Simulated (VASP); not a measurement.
Input of a VASP 6.6.1 run:

File INCAR:

```
SYSTEM = K4Au4F15
  PREC = Accurate
  ENCUT = 520
  EDIFF = 1E-7
  ISMEAR = 1
  SIGMA = 0.15
  LREAL = Auto
  LASPH = .True.
  NELM = 100
  ALGO = Normal
  ISIF = 2
  LWAVE = .False.
  LCHARG = .False.
  GGA = CA
  NBANDS = 110
  LUSENCCL = .False.
```

File KPOINTS:

```
Automatic mesh
0
Gamma
  3 3 2
  0 0 0
```

The input POSCAR:

```
K4Au4F15
1.0
   -2.9590812200      2.9590812200      5.6217603200
    2.9590812200     -2.9590812200      5.6217603200
    5.9181624400      5.9181624400    -11.2435206400
F K Au
15 4 4
Direct
    0.7642793757      0.2524478688      0.4273503855
    0.2648037062      0.4460031936      0.2414742776
    0.4833790022      1.0094218460      0.1115147661
    0.9233625511      0.7627552664      0.2364975639
    0.7096189053      0.5294541986      0.2496878068
    0.0392252604      0.2051196592      0.2457766266
    0.4483119091     -0.0456652383      0.3552368698
    0.7771577720      0.2837471856      0.9079044474
    0.3070307055      0.4865996191      0.7325260237
    0.4531015114      0.9519943738      0.5808286837
    0.9496599492      0.8130771825      0.7660848356
    1.1504390791      0.7240498028      1.0350580205
    0.2236311913      0.7045466830      0.5810306890
    0.1699608287      0.2675492281      0.8007353715
    0.5563542952      0.0318517944      0.9101205914
    0.2462181242      0.2606594310      0.0007825064
    0.7338698949      0.7503320993      0.0011354876
    0.2058414903      0.2127338324      0.4731390915
    0.7502175721      0.7243985782      0.4997879882
    0.4619748894     -0.0135831962      0.2336764180
   -0.0154242827      0.4858487104      0.2430863489
    0.5012944610     -0.0060743432      0.7451873018
    0.0738559997      0.5461740593      0.7893425615
```

Potentials or basis: VASP PAW LDA potentials, release 64 (F, K_sv, Au).

Command:

```bash
$ cat potpaw_LDA.64/F/POTCAR potpaw_LDA.64/K_sv/POTCAR potpaw_LDA.64/Au/POTCAR > POTCAR
$ mpirun -np 1 vasp_std > vasp.out
```

**Question.** Estimate the band gap on the k mesh.

**Answer.** Zero (an odd number of electrons rules out a gap without spin polarisation).

**Question.** Predict the largest force.

**Answer.** 0.237 eV/Å.

**Question.** Estimate the pressure.

**Answer.** -0.6 GPa.

Forces on the atoms (eV/Å):
```
F    0.088  0.097  0.088
F   -0.074  0.094  0.131
F   -0.068 -0.074  0.138
F    0.087 -0.095  0.114
F    0.088 -0.077 -0.108
F   -0.085  0.087 -0.098
F    0.074  0.083 -0.135
F    0.102  0.077  0.119
F   -0.031  0.037  0.022
F   -0.082 -0.091  0.115
F    0.082 -0.094  0.058
F   -0.046  0.030 -0.084
F   -0.094 -0.082 -0.104
F   -0.164  0.000 -0.171
F    0.090  0.093 -0.100
K   -0.016 -0.019  0.001
K   -0.007 -0.020  0.012
K    0.016  0.006  0.019
K    0.042  0.031  0.034
Au  -0.022 -0.017 -0.017
Au   0.007 -0.001 -0.004
Au   0.007 -0.008  0.005
Au   0.007 -0.057 -0.035
```

Caveat: the k points lie up to 0.38 Å⁻¹ apart, too coarse for converged energies and pressures of a metal; spin-orbit coupling is left out, which moves the levels of the heavy elements; an odd number of electrons without spin polarisation forces a metal; a magnetic or distorted state may lie lower.
